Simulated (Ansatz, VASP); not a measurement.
**Two plane-wave programs on Si2Mo**

```xyz
3
Lattice="-1.3506 1.3506 3.4613 1.3506 -1.3506 3.4613 1.3506 1.3506 -3.4613" Properties=species:S:1:pos:R:3 pbc="T T T"
Mo    0.0000    0.0000    0.0000
Si    0.0000    0.0000    2.2839
Si    0.0000    0.0000   -2.2839
```

Alike in both runs: task single point; functional PBE; k mesh 14 × 14 × 14; occupations fermi-dirac, width 0.1 eV; collinear spin.

|  | VASP | Ansatz |
| --- | --- | --- |
| version | VASP 6.6.1 | Ansatz 0.2.0 |
| potentials or method | VASP PAW PBE potentials, release 64 (Mo_sv, Si) | PAW with Ansatz's default frozen-core files, scalar-relativistic |
| plane-wave cutoff (eV) | 520 | 420 |
| valence electrons in the cell | 22 | 22 |

```csv
,VASP,Ansatz,Ansatz less VASP
gap on the k mesh at the Fermi level (eV),none,none,-
rms of the force components (eV/Å),0.018,0.001,-0.0178
net moment per atom (μB),0.00,0.00,0.000
```

Atom by atom the forces differ by 0.019 eV/Å (rms over components). A gap of «none» marks a metal or a gap that the smearing closes. The functional is the same, so the differences come from potentials, cutoffs and numerics. Ansatz's warnings: seeded moment not kept.
